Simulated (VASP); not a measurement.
Runs of VASP 6.6.1 on BAs. The structure is that of space group F-43m (No. 216), or close to it. The cells are those of the table. 

| task | level | potentials or basis | cell | k mesh | cutoff (eV) | smearing | grid for exact exchange (PRECFOCK) | share of exact exchange | screening parameter | gap on the mesh (eV) | pressure (GPa) |
| --- | --- | --- | --- | --- | --- | --- | --- | --- | --- | --- | --- |
| single point | PBE-based screened hybrid with 25 % exact exchange | VASP PAW PBE potentials, release 64 (As, B) | a = 3.378 Å, angles 60.0°, 2 atoms | 6 × 6 × 6 | 420 | fermi-dirac 0.05 eV | Normal | 0.25 | 0.3 1/Å | (c) | -0.2 |
| single point | PBEsol | VASP PAW PBE potentials, release 64 (As, B) | a = 3.302 Å, angles 60.0°, 2 atoms | 10 × 10 × 10 | 520 | fermi-dirac 0.05 eV | - | - | - | (b) | 11.1 |
| single point | PBE-based screened hybrid with 25 % exact exchange | VASP PAW PBE potentials, release 64 (As, B) | a = 3.400 Å, angles 60.0°, 2 atoms | 5 × 5 × 5 | 420 | fermi-dirac 0.05 eV | Normal | 0.25 | 0.3 1/Å | 1.69 | -2.8 |
| single point | PBEsol | VASP PAW PBE potentials, release 64 (As, B) | a = 3.334 Å, angles 60.0°, 2 atoms | 10 × 10 × 10 | 520 | fermi-dirac 0.05 eV | - | - | - | 1.04 | 6.0 |
| single point | PBE-based screened hybrid with 25 % exact exchange | VASP PAW PBE potentials, release 64 (As, B) | a = 3.355 Å, angles 60.0°, 2 atoms | 5 × 5 × 5 | 420 | fermi-dirac 0.05 eV | Normal | 0.25 | 0.3 1/Å | 1.65 | 3.0 |
| dielectric tensor | LDA | VASP PAW LDA potentials, release 64 (As, B) | a = 3.378 Å, angles 60.0°, 2 atoms | 10 × 10 × 10 | 520 | gaussian 0.01 eV | - | - | - | (a) | - |
| single point | LDA | VASP PAW LDA potentials, release 64 (As_d, B) | a = 3.332 Å, angles 60.0°, 2 atoms | 10 × 10 × 10 | 560 | fermi-dirac 0.05 eV | - | - | - | 1.09 | 3.0 |

Alike in all rows: no spin polarisation.

Fill in the values left out.

(a) 1.12; (b) 1.01; (c) 1.78.

Caveats: some runs use coarse meshes; the PAW data sets were made with another functional, which shifts forces and pressure a little (at least some runs); the cell stands under pressure (at least some runs); an odd mesh through Γ misses points on the zone boundary, where band edges can lie (at least some runs).

A k mesh can miss the band edges, and the runs leave out spin-orbit coupling on As.

The runs don't all hold the same shells in valence.
